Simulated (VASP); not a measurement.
# MgI2 (P-1) in VASP: further runs

MgI2 is run at these levels: PBE; tasks: single point.

Program: VASP 6.6.1. These are calculated values, not measurements. Logs are shortened: lines on timing, memory, paths and dates and some standing lists are left out, and cuts for length are marked.

## Step 1: The cell of the first run

The typed cell holds 3 atoms: a = 4.219 Å, b = 4.210 Å, c = 7.833 Å, α = 85.81°, β = 98.39°, γ = 120.07°.

## Step 2: Single point, PBE (engineering shear strain xz -0.1467, normal strain along z +0.0000)

INCAR

```
SYSTEM = MgI2
PREC = Accurate
ENCUT = 520
EDIFF = 1E-6
ISMEAR = 0
SIGMA = 0.05
LREAL = .False.
LASPH = .True.
NELM = 60
ALGO = Normal
ISIF = 2
LWAVE = .False.
LCHARG = .True.
GGA = PE
LELF = .True.
LVHAR = .True.
NBANDS = 15
```

KPOINTS

```
Automatic mesh
0
Gamma
  6 6 4
  0 0 0
```

POSCAR

```
MgI2
1.0
    4.2072027146      0.0000000000     -0.3085983191
   -2.1036013573      3.6435444297      0.1542991596
   -0.5729898776      0.0000000000      7.8117229395
Mg I
1 2
Direct
    0.0000000000      0.0000000000      0.0000000000
    0.2757967558      0.6672431707      0.7847330115
    0.7242032442      0.3327568293      0.2152669885
```

Potentials or basis: VASP PAW PBE potentials, release 64 (Mg, I).

The run is started by

```console
$ cat potpaw_PBE.64/Mg/POTCAR potpaw_PBE.64/I/POTCAR > POTCAR
$ mpirun -np 1 vasp_std > vasp.out
```

OUTCAR:

```text
SYSTEM = MgI2
   PREC = Accurate
   ENCUT = 520
   EDIFF = 1E-6
   ISMEAR = 0
   LREAL = .False.
   LASPH = .True.
   NELM = 60
   ISIF = 2
   GGA = PE

 ion  position               nearest neighbor table
   1  0.000  0.000  0.000-   3 2.95   2 2.95   3 2.95   2 2.95   2 2.95   3 2.95
   2  0.276  0.667  0.785-   1 2.95   1 2.95   1 2.95
   3  0.724  0.333  0.215-   1 2.95   1 2.95   1 2.95

  LATTYP: Found a base centered monoclinic cell.
 ALAT       =     4.2185053756
 B/A-ratio  =     1.7274101158
 C/A-ratio  =     1.8567498334
 COS(beta)  =    -0.1459149451

  Lattice vectors:

 A1 = (   2.1036013573,  -3.6435444297,  -0.1542991596)
 A2 = (   2.1036013573,   3.6435444297,  -0.1542991595)
 A3 = (  -0.5729898776,   0.0000000000,   7.8117229395)

Analysis of symmetry for initial positions (statically):
=====================================================================
 Subroutine PRICEL returns:
 Original cell was already a primitive cell.

 Routine SETGRP: Setting up the symmetry group for a
 base centered monoclinic supercell.

 Subroutine GETGRP returns: Found  2 space group operations
 (whereof  2 operations were pure point group operations)
 out of a pool of  4 trial point group operations.

The static configuration has the point symmetry S_2 .

Analysis of symmetry for dynamics (positions and initial velocities):
=====================================================================
 Subroutine PRICEL returns:
 Original cell was already a primitive cell.

 Routine SETGRP: Setting up the symmetry group for a
 base centered monoclinic supercell.

 Subroutine GETGRP returns: Found  2 space group operations
 (whereof  2 operations were pure point group operations)
 out of a pool of  4 trial point group operations.

The dynamic configuration has the point symmetry S_2 .

 Subroutine INISYM returns: Found  2 space group operations
 (whereof  2 operations are pure point group operations),
 and found     1 'primitive' translations

----------------------------------------------------------------------------------------

                                     Primitive cell

  volume of cell :     119.1027

  direct lattice vectors                    reciprocal lattice vectors
     4.207202715  0.000000000 -0.308598319     0.238973350  0.137229011  0.017528695
    -2.103601357  3.643544430  0.154299160     0.000000000  0.274458023  0.000000000
    -0.572989878  0.000000000  7.811722940     0.009440526 -0.000000000  0.128705195

  length of vectors
     4.218505376  4.210031225  7.832709154     0.276129170  0.274458023  0.129050962

  position of ions in fractional coordinates (direct lattice)
     0.000000000  0.000000000  0.000000000
     0.275796756  0.667243171  0.784733012
     0.724203244  0.332756829  0.215266988

  ion indices of the primitive-cell ions
   primitive index   ion index
                 1           1
                 2           2
                 3           3

----------------------------------------------------------------------------------------

 KPOINTS: Automatic mesh

Automatic generation of k-mesh.
 Grid dimensions read from file:
 generate k-points for:    6    6    4

 Generating k-lattice:

  Cartesian coordinates                     Fractional coordinates (reciprocal lattice)
     0.039828892  0.022871502  0.002921449     0.166666667 -0.000000000 -0.000000000
     0.000000000  0.045743004  0.000000000     0.000000000  0.166666667  0.000000000
     0.002360132 -0.000000000  0.032176299     0.000000000 -0.000000000  0.250000000

  Length of vectors
     0.046021528  0.045743004  0.032262741

  Shift w.r.t. Gamma in fractional coordinates (k-lattice)
     0.000000000  0.000000000  0.000000000

 Subroutine IBZKPT returns following result:
 ===========================================

 Found     76 irreducible k-points:

 Following reciprocal coordinates:
            Coordinates               Weight
  0.000000  0.000000  0.000000      1.000000
  0.166667  0.000000  0.000000      2.000000
 -0.166667  0.166667 -0.000000      2.000000
  0.333333  0.000000  0.000000      2.000000
 -0.333333  0.333333  0.000000      2.000000
  0.500000  0.000000  0.000000      1.000000
[... 16 lines left out ...]
 -0.166667  0.166667 -0.250000      2.000000
  0.333333  0.000000  0.250000      2.000000
 [... further k-points ...]
   k-points           NKPTS =     76   k-points in BZ     NKDIM =     76   number of bands    NBANDS=     15
   number of dos      NEDOS =    301   number of ions     NIONS =      3
   total plane-waves  NPLWV =  61440
   dimension x,y,z NGX =    32 NGY =   32 NGZ =   60
   dimension x,y,z NGXF=    64 NGYF=   64 NGZF=  120
   ions per type =               1   2
   NGX,Y,Z   is equivalent  to a cutoff of  12.61, 12.64, 12.73 a.u.
   NGXF,Y,Z  is equivalent  to a cutoff of  25.22, 25.27, 25.47 a.u.
 SYSTEM =  MgI2
   PREC   = accura    normal or accurate (medium, high low for compatibility)
   ISTART =      0    job   : 0-new  1-cont  2-samecut
   ICHARG =      2    charge: 1-file 2-atom 10-const
   ISPIN  =      1    spin polarized calculation?
   LNONCOLLINEAR =      F non collinear calculations
   LSORBIT =      F    spin-orbit coupling
   LASPH  =      T    aspherical Exc in radial PAW
   ENCUT  =  520.0 eV  38.22 Ry    6.18 a.u.   7.84  7.83 14.56*2*pi/ulx,y,z
   NELM   =     60;   NELMIN=  2; NELMDL= -5     # of ELM steps
   EDIFF  = 0.1E-05   stopping-criterion for ELM
   LREAL  =      F    real-space projection
   EDIFFG = 0.1E-04   stopping-criterion for IOM
   NSW    =      0    number of steps for IOM
   IBRION =     -1    ionic relax: 0-MD 1-quasi-New 2-CG
   NFREE  =      0    steps in history (QN), initial steepest desc. (CG)
   ISIF   =      2    stress and relaxation
   ISYM   =      2    0-nonsym 1-usesym 2-fastsym
   POTIM  = 0.5000    time-step for ionic-motion
   TEBEG  =    0.0;   TEEND  =   0.0 temperature during run
   PSTRESS=    0.0 pullay stress
   NELECT =      16.0000    total number of electrons
   NUPDOWN=      -1.0000    fix difference up-down
   EMIN   =  10.00;   EMAX   =-10.00  energy-range for DOS
   EFERMI =   0.00;   METHOD = LEGACY
   ISMEAR =     0;   SIGMA  =   0.05  broadening in eV -4-tet -1-fermi 0-gaus
   EFERMI_NEDOS =   21; number of points for ismear=-14 and -15
   IALGO  =     38    algorithm
   IMIX   =      4    mixing-type and parameters
     AMIX     =   0.40;   BMIX     =  1.00
     AMIX_MAG =   1.60;   BMIX_MAG =  1.00
  volume/ion in A,a.u.               =      39.70       267.91
  Fermi-wavevector in a.u.,A,eV,Ry     =   0.838445  1.584430  9.564750  0.702989
  Thomas-Fermi vector in A             =   1.952500
   LORBIT       =      0    0 simple, 1 ext, 2 COOP (PROOUT), +10 PAW based schemes
   GGA     = PE    functional components
   LHFCALC =     F    Hartree Fock is set to
   AEXX    =    0.0000 exact exchange contribution
   IVDW    =     0    specifies the selected vdW correction
   LEPSILON=     F    determine dielectric tensor
   LRPA    =     F    only Hartree local field effects (RPA)
 non-spin polarized calculation
 Gauss-broadening in eV      SIGMA  =   0.05
  energy-cutoff  :      520.00
  volume of cell :      119.10
 maximum number of plane-waves:      3228
   NGX = 15   NGY = 15   NGZ = 29

 number of electron      15.9999999 magnetization

 Free energy of the ion-electron system (eV)
  ---------------------------------------------------
  ext. energy  EPLUGINS =         0.00000000
  ---------------------------------------------------
  free energy    TOTEN  =        -7.73640347 eV

  energy without entropy =       -7.73640347  energy(sigma->0) =       -7.73640347

 E-fermi :   1.2220     XC(G=0):  -7.4610

 val. band max:        0.9645389919   @ k =   0.0000   0.0000   0.0000
 cond. band min:       4.4894953641   @ k =   0.5000   0.0000   0.5000
 fundamental gap:      3.5249563721
 Fermi energy:         1.2220245492

 k-point     1 :       0.0000    0.0000    0.0000
  band No.  band energies     occupation
      1     -10.7865      2.00000
      2     -10.2405      2.00000
      3      -2.0392      2.00000
      4       0.6626      2.00000
      5       0.6817      2.00000
      6       0.7294      2.00000
      7       0.9352      2.00000
      8       0.9645      2.00000
      9       4.6658      0.00000
     10       5.8593      0.00000
     11       7.6060      0.00000
     12       7.6454      0.00000
     13       7.9535      0.00000
     14       9.0314      0.00000
     15       9.1059      0.00000

 k-point     2 :       0.1667    0.0000    0.0000
  band No.  band energies     occupation
      1     -10.6609      2.00000
      2     -10.1729      2.00000
      3      -1.9026      2.00000
      4      -0.2714      2.00000
      5       0.1910      2.00000
      6       0.3950      2.00000
      7       0.7298      2.00000
      8       0.8878      2.00000
      9       5.4558      0.00000
     10       6.4350      0.00000
     11       7.1604      0.00000
     12       8.0374      0.00000
     13       8.0932      0.00000
     14       9.0628      0.00000
     15       9.5119      0.00000
[... 365 lines left out ...]
      3      -1.7650      2.00000
      4      -0.3629      2.00000
      5       0.2750      2.00000
      6       0.3916      2.00000
      7       0.4951      2.00000
      8       0.8870      2.00000
      9       5.6582      0.00000
     10       6.4177      0.00000
     11       7.1782      0.00000
     12       8.0254      0.00000
     13       8.2319      0.00000
     14       8.6788      0.00000
     15       9.2528      0.00000

 k-point    24 :       0.3333    0.0000    0.2500
  band No.  band energies     occupation
      1     -10.3503      2.00000
      2     -10.0680      2.00000
      3      -1.9943      2.00000
      4      -1.3438      2.00000
      5      -0.3771      2.00000
      6      -0.0044      2.00000
      7       0.3413      2.00000
      8       0.6718      2.00000
      9       4.9948      0.00000
     10       6.7970      0.00000
     11       6.8497      0.00000
     12       8.1748      0.00000
     13       8.4232      0.00000
     14       9.1578      0.00000
     15       9.9180      0.00000

 [... further k-points ...]

------------------------ aborting loop because EDIFF is reached ----------------------------------------

  FORCE on cell =-STRESS in cart. coord.  units (eV):
  Direction    XX          YY          ZZ          XY          YZ          ZX
  --------------------------------------------------------------------------------------
  -------------------------------------------------------------------------------------
  Total       -0.0886286     -0.0314336      0.0594805      0.0037519      0.0260362      0.0335881
  in kB       -1.1922384     -0.4228464      0.8001357      0.0504710      0.3502412      0.4518301
  external PRESSURE =      -0.2716497 kB  Pullay stress =       0.0000000 kB

 VOLUME and BASIS-vectors are now :
 -----------------------------------------------------------------------------
  energy-cutoff  :      520.00
  volume of cell :      119.10
      direct lattice vectors                 reciprocal lattice vectors
     4.207202715  0.000000000 -0.308598319     0.238973350  0.137229011  0.017528695
    -2.103601357  3.643544430  0.154299160     0.000000000  0.274458023  0.000000000
    -0.572989878  0.000000000  7.811722940     0.009440526 -0.000000000  0.128705195

 POSITION                                       TOTAL-FORCE (eV/Angst)
 -----------------------------------------------------------------------------------
      0.00000      0.00000      0.00000         0.000000      0.000000      0.000000
     -0.69292      2.43113      6.14796         0.000723     -0.000293      0.004707
      2.22354      1.21241      1.50946        -0.000723      0.000293     -0.004707
 -----------------------------------------------------------------------------------
    total drift:                               -0.000000      0.000000      0.000000

  FREE ENERGIE OF THE ION-ELECTRON SYSTEM (eV)
  ---------------------------------------------------
  free  energy   TOTEN  =        -7.7364034659 eV

  energy  without entropy=       -7.7364034659  energy(sigma->0) =       -7.73640347
```

Run time: 50 s. Hardware: 1 thread of Intel Xeon 6975P-C (Granite Rapids), shared host; peak memory 0.32 GiB.

What came out:

```
Free energy            : -7.7364 eV
Pressure               : 0.0 GPa
Largest force          : 0.005 eV/Å
Band gap on the k mesh : 3.52 eV, indirect (least direct gap 3.70 eV)
```

Forces in eV/Å, atoms in the order of the input:
```
Mg   0.000  0.000  0.000
I    0.001  0.000  0.005
I   -0.001  0.000 -0.005
```

Caveat: the cell differs from its parent crystal (engineering shear strain xz -0.1467, normal strain along z +0.0000); spin-orbit coupling is left out, which moves the levels of the heavy elements. A k mesh can miss the band edges.

## Step 3: Single point, PBE (engineering shear strain xz -0.2200, normal strain along z +0.0133)

INCAR

```
SYSTEM = MgI2
PREC = Accurate ; ENCUT = 520
EDIFF = 1E-6 ; ISMEAR = 0
SIGMA = 0.05 ; LREAL = .False.
LASPH = .True. ; NELM = 60
ALGO = Normal ; ISIF = 2
LWAVE = .False. ; LCHARG = .False.
GGA = PE ; NBANDS = 15
```

KPOINTS

```
regular mesh
0
Gamma
  6 6 4
  0 0 0
```

POSCAR

```
MgI2
1.0
    4.2072027146      0.0000000000     -0.4627922986
   -2.1036013573      3.6435444297      0.2313961493
   -0.8592895233      0.0000000000      7.9156188546
Mg I
1 2
Direct
    0.0000000000      0.0000000000      0.0000000000
    0.2469690958      0.6674516268      0.7856557002
    0.7530309042      0.3325483732      0.2143442998
```

Potentials or basis: VASP PAW PBE potentials, release 64 (Mg, I).

The run is started by

```console
$ cat potpaw_PBE.64/Mg/POTCAR potpaw_PBE.64/I/POTCAR > POTCAR
$ mpirun -np 1 vasp_std > vasp.out
```

Run time: 43 s. Hardware: 1 thread of Intel Xeon 6975P-C (Granite Rapids), shared host; peak memory 0.32 GiB.

Results (log left out):

```
Free energy            : -7.7349 eV
Pressure               : -0.1 GPa
Largest force          : 0.011 eV/Å
Band gap on the k mesh : 3.51 eV, indirect (least direct gap 3.69 eV)
```

Forces in eV/Å, atoms in the order of the input:
```
Mg   0.000  0.000  0.000
I    0.001  0.000  0.011
I   -0.001  0.000 -0.011
```

Stress tensor (GPa, compression positive):
```
-0.25  0.01  0.06
 0.01 -0.08  0.05
 0.06  0.05  0.09
```

Levels at points of the mesh, in eV from the valence-band top:
```
           k point  band 4  band 5  band 6  band 7  band 8  band 9  band 10  band 11  band 12  band 13
(0.00, 0.00, 0.00)   -0.30   -0.29   -0.23   -0.04    0.00    3.69     4.89     6.60     6.68     6.98
(0.50, 0.00, 0.00)   -2.67   -1.24   -1.12   -0.81   -0.40    3.75     5.68     6.07     6.74     7.37
(0.50, 0.50, 0.00)   -2.71   -1.34   -1.13   -0.44   -0.38    3.53     5.29     5.59     7.07     7.41
(0.00, 0.50, 0.00)   -2.66   -1.40   -1.15   -0.58   -0.46    3.65     5.40     5.95     7.36     7.51
(0.00, 0.00, 0.50)   -0.86   -0.31   -0.28   -0.03   -0.01    4.33     4.85     6.64     6.66     7.21
(0.50, 0.00, 0.50)   -2.74   -1.28   -1.12   -0.44   -0.38    3.51     5.28     5.58     6.81     7.47
(0.50, 0.50, 0.50)   -2.70   -1.17   -1.11   -0.80   -0.41    3.74     5.73     6.05     6.36     7.45
(0.00, 0.50, 0.50)   -2.74   -1.18   -1.08   -0.67   -0.42    3.58     5.42     5.68     6.41     7.25
```

Caveat: the cell differs from its parent crystal (engineering shear strain xz -0.2200, normal strain along z +0.0133); spin-orbit coupling is left out, which moves the levels of the heavy elements. A k mesh can miss the band edges.

## Step 4: Single point, PBE (engineering shear strain xz -0.0733, normal strain along z +0.0000)

INCAR

```
PREC = Accurate
ENCUT = 520
EDIFF = 1E-6
ISMEAR = 0
SIGMA = 0.05
LREAL = False
LASPH = True
NELM = 80
ALGO = Normal
ISIF = 2
LWAVE = False
LCHARG = True
GGA = PE
LELF = True
LVHAR = True
NBANDS = 15
```

KPOINTS

```
Automatic mesh
0
Gamma
  6 6 4
```

POSCAR

```
MgI2
1.0
    4.2072027146      0.0000000000     -0.1541939795
   -2.1036013573      3.6435444297      0.0770969897
   -0.2862996457      0.0000000000      7.8117229395
Mg I
1 2
Direct
    0.0000000000      0.0000000000      0.0000000000
    0.3045716456      0.6667700703      0.7855798827
    0.6954283544      0.3332299297      0.2144201173
```

The run is started by

```console
$ cat potpaw_PBE.64/Mg/POTCAR potpaw_PBE.64/I/POTCAR > POTCAR
$ mpirun -np 1 vasp_std > vasp.out
```

Run time: 45 s. Hardware: 1 thread of Intel Xeon 6975P-C (Granite Rapids), shared host; peak memory 0.33 GiB.

Results (log left out):

```yaml
Free_energy: -7.7383 eV
Pressure: 0.0 GPa
Largest_force: 0.009 eV/Å
Band_gap_on_the_k_mesh: 3.56 eV, indirect (least direct gap 3.70 eV)
```

Forces on the atoms (eV/Å):
```
Mg   0.000  0.000  0.000
I    0.001  0.000  0.009
I   -0.001  0.000 -0.009
```

Levels at points of the mesh, in eV from the valence-band top:
```tsv
k point	band 5	band 6	band 7	band 8	band 9	band 10	band 11	band 12
(0.00, 0.00, 0.00)	-0.28	-0.27	-0.01	0.00	3.70	4.89	6.68	6.69
(0.50, 0.00, 0.00)	-1.35	-1.14	-0.72	-0.39	3.70	5.52	5.90	7.26
(0.50, 0.50, 0.00)	-1.39	-1.15	-0.56	-0.39	3.61	5.37	5.69	7.26
(0.00, 0.50, 0.00)	-1.39	-1.14	-0.63	-0.40	3.66	5.43	5.81	7.28
(0.00, 0.00, 0.50)	-0.28	-0.27	-0.03	-0.01	4.36	4.88	6.64	6.65
(0.50, 0.00, 0.50)	-1.19	-1.12	-0.55	-0.44	3.56	5.34	5.67	6.44
(0.50, 0.50, 0.50)	-1.14	-1.11	-0.71	-0.44	3.65	5.56	5.86	6.23
(0.00, 0.50, 0.50)	-1.15	-1.12	-0.64	-0.43	3.60	5.43	5.74	6.33
```

Caveat: the cell differs from its parent crystal (engineering shear strain xz -0.0733, normal strain along z +0.0000); spin-orbit coupling is left out, which moves the levels of the heavy elements.

(Part 1 of 2 ends here.)
